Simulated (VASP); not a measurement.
# Co (I4_1/amd) in VASP: single point with LDA

Aim: the single point of Co with LDA.

All numbers are computed with VASP 6.6.1; they aren't measurements. Logs are shortened: lines on timing, memory, paths and dates and some standing lists are left out, and cuts for length are marked.

### 1 The cell of the first run

Symmetry: I4_1/amd, No. 141, tetragonal system. The conventional cell has a = 4.325 Å, b = 4.325 Å, c = 2.315 Å, α = 90.00°, β = 90.00°, γ = 90.00°. Co (site symmetry -4m2) has 10 Co at 2.24 to 2.77 Å within 3.0 Å.

### 2 Single point, LDA, collinear spin, ferromagnetic start

The input, INCAR:

```
  ALGO = Normal
  EDIFF = 1E-7
  ENCUT = 520
  ISIF = 2
  ISMEAR = -1
  ISPIN = 2
  LASPH = T
  LCHARG = T
  LELF = T
  LMAXMIX = 4
  LORBIT = 11
  LREAL = F
  LVHAR = T
  LWAVE = F
  MAGMOM = 1.7 1.7
  NBANDS = 20
  NELM = 150
  PREC = Accurate
  SIGMA = 0.08
```

The input, KPOINTS:

```
k-points
0
Gamma
  19 19 19
```

The input, POSCAR:

```
Co
1.0
   -2.1625079490      2.1625079490      1.1575837756
    2.1625079490     -2.1625079490      1.1575837756
    2.1625079490      2.1625079490     -1.1575837756
Co
2
Direct
   -0.3750000000     -0.1250000000     -0.2500000000
    0.3750000000      0.1250000000      0.2500000000
```

Potentials or basis: VASP PAW LDA potentials, release 64 (Co).

Run with:

```sh
$ cat potpaw_LDA.64/Co/POTCAR > POTCAR
$ mpirun -np 1 vasp_std > vasp.out
```

OUTCAR:

```text
EDIFF = 1E-7
   ENCUT = 520
   ISIF = 2
   ISMEAR = -1
   ISPIN = 2
   LASPH = T
   LORBIT = 11
   LREAL = F
   NELM = 150
   PREC = Accurate

 ion  position               nearest neighbor table
   1  0.625  0.875  0.750-   2 2.24   2 2.24   2 2.24   2 2.24   2 2.77   2 2.77   2 2.77   2 2.77

   2  0.375  0.125  0.250-   1 2.24   1 2.24   1 2.24   1 2.24   1 2.77   1 2.77   1 2.77   1 2.77

  LATTYP: Found a body centered tetragonal cell.
 ALAT       =     4.3250158980
 C/A-ratio  =     0.5352968881

  Lattice vectors:

 A1 = (  -2.1625079490,   2.1625079490,   1.1575837756)
 A2 = (   2.1625079490,  -2.1625079490,   1.1575837756)
 A3 = (   2.1625079490,   2.1625079490,  -1.1575837756)

Analysis of symmetry for initial positions (statically):
=====================================================================
 Subroutine PRICEL returns:
 Original cell was already a primitive cell.

 Routine SETGRP: Setting up the symmetry group for a
 body centered tetragonal supercell.

 Subroutine GETGRP returns: Found 16 space group operations
 (whereof  4 operations were pure point group operations)
 out of a pool of 16 trial point group operations.

The static configuration has the point symmetry C_2h.
 The point group associated with its full space group is D_4h.

Analysis of symmetry for dynamics (positions and initial velocities):
=====================================================================
 Subroutine PRICEL returns:
 Original cell was already a primitive cell.

 Routine SETGRP: Setting up the symmetry group for a
 body centered tetragonal supercell.

 Subroutine GETGRP returns: Found 16 space group operations
 (whereof  4 operations were pure point group operations)
 out of a pool of 16 trial point group operations.

The dynamic configuration has the point symmetry C_2h.
 The point group associated with its full space group is D_4h.

Analysis of structural, dynamic, and magnetic symmetry:
=====================================================================
 Subroutine PRICEL returns:
 Original cell was already a primitive cell.

 Routine SETGRP: Setting up the symmetry group for a
 body centered tetragonal supercell.

 Subroutine GETGRP returns: Found 16 space group operations
 (whereof  4 operations were pure point group operations)
 out of a pool of 16 trial point group operations.

The overall configuration has the point symmetry C_2h.
 The point group associated with its full space group is D_4h.

 Subroutine INISYM returns: Found 16 space group operations
 (whereof  4 operations are pure point group operations),
 and found     1 'primitive' translations

----------------------------------------------------------------------------------------

                                     Primitive cell

  volume of cell :      21.6535

  direct lattice vectors                    reciprocal lattice vectors
    -2.162507949  2.162507949  1.157583776     0.000000000  0.231213023  0.431934181
     2.162507949 -2.162507949  1.157583776     0.231213023  0.000000000  0.431934181
     2.162507949  2.162507949 -1.157583776     0.231213023  0.231213023  0.000000000

  length of vectors
     3.269997165  3.269997165  3.269997165     0.489925095  0.489925095  0.326984593

  position of ions in fractional coordinates (direct lattice)
     0.625000000  0.875000000  0.750000000
     0.375000000  0.125000000  0.250000000

  ion indices of the primitive-cell ions
   primitive index   ion index
                 1           1
                 2           2

----------------------------------------------------------------------------------------

 KPOINTS: k-points

Automatic generation of k-mesh.
 Grid dimensions read from file:
 generate k-points for:   19   19   19

 Generating k-lattice:

  Cartesian coordinates                     Fractional coordinates (reciprocal lattice)
     0.000000000  0.012169106  0.022733378     0.052631579  0.000000000  0.000000000
     0.012169106  0.000000000  0.022733378     0.000000000  0.052631579  0.000000000
     0.012169106  0.012169106  0.000000000     0.000000000  0.000000000  0.052631579

  Length of vectors
     0.025785531  0.025785531  0.017209715

  Shift w.r.t. Gamma in fractional coordinates (k-lattice)
     0.000000000  0.000000000  0.000000000

 Subroutine IBZKPT returns following result:
 ===========================================

 Found    550 irreducible k-points:

 Following reciprocal coordinates:
            Coordinates               Weight
  0.000000  0.000000  0.000000      1.000000
  0.052632  0.000000  0.000000      8.000000
  0.105263  0.000000  0.000000      8.000000
  0.157895  0.000000  0.000000      8.000000
  0.210526 -0.000000  0.000000      8.000000
  0.263158  0.000000  0.000000      8.000000
[... 16 lines left out ...]
 -0.315789  0.052632  0.000000     16.000000
 -0.263158  0.052632  0.000000     16.000000
 [... further k-points ...]
   k-points           NKPTS =    550   k-points in BZ     NKDIM =    550   number of bands    NBANDS=     20
   number of dos      NEDOS =    301   number of ions     NIONS =      2
   total plane-waves  NPLWV =  13824
   dimension x,y,z NGX =    24 NGY =   24 NGZ =   24
   dimension x,y,z NGXF=    48 NGYF=   48 NGZF=   48
   ions per type =               2
   NGX,Y,Z   is equivalent  to a cutoff of  12.20, 12.20, 12.20 a.u.
   NGXF,Y,Z  is equivalent  to a cutoff of  24.40, 24.40, 24.40 a.u.
 SYSTEM =  unknown system
   PREC   = accura    normal or accurate (medium, high low for compatibility)
   ISTART =      0    job   : 0-new  1-cont  2-samecut
   ICHARG =      2    charge: 1-file 2-atom 10-const
   ISPIN  =      2    spin polarized calculation?
   LNONCOLLINEAR =      F non collinear calculations
   LSORBIT =      F    spin-orbit coupling
   LASPH  =      T    aspherical Exc in radial PAW
   ENCUT  =  520.0 eV  38.22 Ry    6.18 a.u.   6.08  6.08  6.08*2*pi/ulx,y,z
   NELM   =    150;   NELMIN=  2; NELMDL= -5     # of ELM steps
   EDIFF  = 0.1E-06   stopping-criterion for ELM
   LREAL  =      F    real-space projection
   EDIFFG = 0.1E-05   stopping-criterion for IOM
   NSW    =      0    number of steps for IOM
   IBRION =     -1    ionic relax: 0-MD 1-quasi-New 2-CG
   NFREE  =      0    steps in history (QN), initial steepest desc. (CG)
   ISIF   =      2    stress and relaxation
   ISYM   =      2    0-nonsym 1-usesym 2-fastsym
   POTIM  = 0.5000    time-step for ionic-motion
   TEBEG  =    0.0;   TEEND  =   0.0 temperature during run
   PSTRESS=    0.0 pullay stress
   NELECT =      18.0000    total number of electrons
   NUPDOWN=      -1.0000    fix difference up-down
   EMIN   =  10.00;   EMAX   =-10.00  energy-range for DOS
   EFERMI =   0.00;   METHOD = LEGACY
   ISMEAR =    -1;   SIGMA  =   0.08  broadening in eV -4-tet -1-fermi 0-gaus
   EFERMI_NEDOS =   21; number of points for ismear=-14 and -15
   IALGO  =     38    algorithm
   IMIX   =      4    mixing-type and parameters
     AMIX     =   0.40;   BMIX     =  1.00
     AMIX_MAG =   1.60;   BMIX_MAG =  1.00
  volume/ion in A,a.u.               =      10.83        73.06
  Fermi-wavevector in a.u.,A,eV,Ry     =   1.539299  2.908854 32.238217  2.369442
  Thomas-Fermi vector in A             =   2.645547
   LORBIT       =     11    0 simple, 1 ext, 2 COOP (PROOUT), +10 PAW based schemes
   GGA     = CA    functional components
   LHFCALC =     F    Hartree Fock is set to
   AEXX    =    0.0000 exact exchange contribution
   IVDW    =     0    specifies the selected vdW correction
   LEPSILON=     F    determine dielectric tensor
   LRPA    =     F    only Hartree local field effects (RPA)
 spin polarized calculation
  energy-cutoff  :      520.00
  volume of cell :       21.65
 maximum number of plane-waves:       604
   NGX = 13   NGY = 13   NGZ = 13

 number of electron      18.0000007 magnetization       3.0110272

 Free energy of the ion-electron system (eV)
  ---------------------------------------------------
  ext. energy  EPLUGINS =         0.00000000
  ---------------------------------------------------
  free energy    TOTEN  =       -15.05499627 eV

  energy without entropy =      -14.98112499  energy(sigma->0) =      -15.01806063

 E-fermi :  10.1772     XC(G=0): -13.6832

 val. band max:       10.1764557828   @ k =   0.4211   0.2632  -0.0000
 cond. band min:      10.1774814454   @ k =  -0.4211  -0.4211   0.4211
 fundamental gap:      0.0010256626
 Fermi energy:        10.1772479563

 spin component 1

 k-point     1 :       0.0000    0.0000    0.0000
  band No.  band energies     occupation
      1       1.0950      1.00000
      2       4.7335      1.00000
      3       5.8995      1.00000
      4       6.2237      1.00000
      5       6.6592      1.00000
      6       8.8280      1.00000
[... 12 lines left out ...]
     19      37.3462      0.00000
     20      37.3462      0.00000
[... 507 lines left out ...]
 k-point    24 :      -0.2632    0.0526    0.0000
  band No.  band energies     occupation
      1       2.9491      1.00000
      2       5.4064      1.00000
      3       6.1478      1.00000
      4       6.7767      1.00000
      5       7.2551      1.00000
      6       7.5879      1.00000
[... 12 lines left out ...]
     19      31.7219      0.00000
     20      34.6403      0.00000

 [... further k-points ...]

 spin component 2

 k-point     1 :       0.0000    0.0000    0.0000
  band No.  band energies     occupation
      1       1.3332      1.00000
      2       5.7902      1.00000
      3       7.0137      1.00000
      4       7.3453      1.00000
      5       7.8861      1.00000
      6      10.3376      0.11871
[... 12 lines left out ...]
     19      37.6565      0.00000
     20      37.6566      0.00000
[... 507 lines left out ...]
 k-point    24 :      -0.2632    0.0526    0.0000
  band No.  band energies     occupation
      1       3.2115      1.00000
      2       6.4918      1.00000
      3       7.2799      1.00000
      4       7.9253      1.00000
      5       8.5005      1.00000
      6       8.9148      1.00000
[... 12 lines left out ...]
     19      32.2020      0.00000
     20      35.0008      0.00000

 [... further k-points ...]
[... 5 lines left out ...]
  --------------------------------------------------------------------------------------
  -------------------------------------------------------------------------------------
  Total        0.2571271      0.2571271      0.4368315     -0.0000000     -0.0000000      0.0000000
  in kB       19.0252582     19.0252582     32.3218846     -0.0000000     -0.0000000      0.0000000
  external PRESSURE =      23.4574670 kB  Pullay stress =       0.0000000 kB

 VOLUME and BASIS-vectors are now :
 -----------------------------------------------------------------------------
  energy-cutoff  :      520.00
  volume of cell :       21.65
      direct lattice vectors                 reciprocal lattice vectors
    -2.162507949  2.162507949  1.157583776     0.000000000  0.231213023  0.431934181
     2.162507949 -2.162507949  1.157583776     0.231213023  0.000000000  0.431934181
     2.162507949  2.162507949 -1.157583776     0.231213023  0.231213023  0.000000000

 POSITION                                       TOTAL-FORCE (eV/Angst)
 -----------------------------------------------------------------------------------
      2.16251      1.08125      0.86819         0.000000     -0.000000      0.000000
      0.00000      1.08125      0.28940        -0.000000      0.000000     -0.000000
 -----------------------------------------------------------------------------------
    total drift:                               -0.000000      0.000000      0.000000

  FREE ENERGIE OF THE ION-ELECTRON SYSTEM (eV)
  ---------------------------------------------------
  free  energy   TOTEN  =       -15.0549962722 eV

  energy  without entropy=      -14.9811249930  energy(sigma->0) =      -15.01806063

 total charge

# of ion       s       p       d       tot
------------------------------------------
    1        0.529   0.518   7.367   8.414
    2        0.529   0.518   7.367   8.414
--------------------------------------------------
tot          1.057   1.036  14.735  16.828

 magnetization (x)

# of ion       s       p       d       tot
------------------------------------------
    1       -0.003  -0.009   1.503   1.491
    2       -0.003  -0.009   1.503   1.491
--------------------------------------------------
tot         -0.006  -0.017   3.006   2.983
```

Wall time 2.1 min (1 thread of Intel Xeon 6975P-C (Granite Rapids), shared host); peak memory 0.4 GiB.

What came out:

```yaml
Free_energy: -15.0550 eV
Pressure: 2.3 GPa
Net_moment: 3.01 μB per cell
Site_moments: Co +1.49 μB
Valence_electrons_inside_the_program's_atomic_spheres: Co 8.41
```

Stress tensor (GPa, compression positive):
```
1.90 0.00 0.00
0.00 1.90 0.00
0.00 0.00 3.23
```
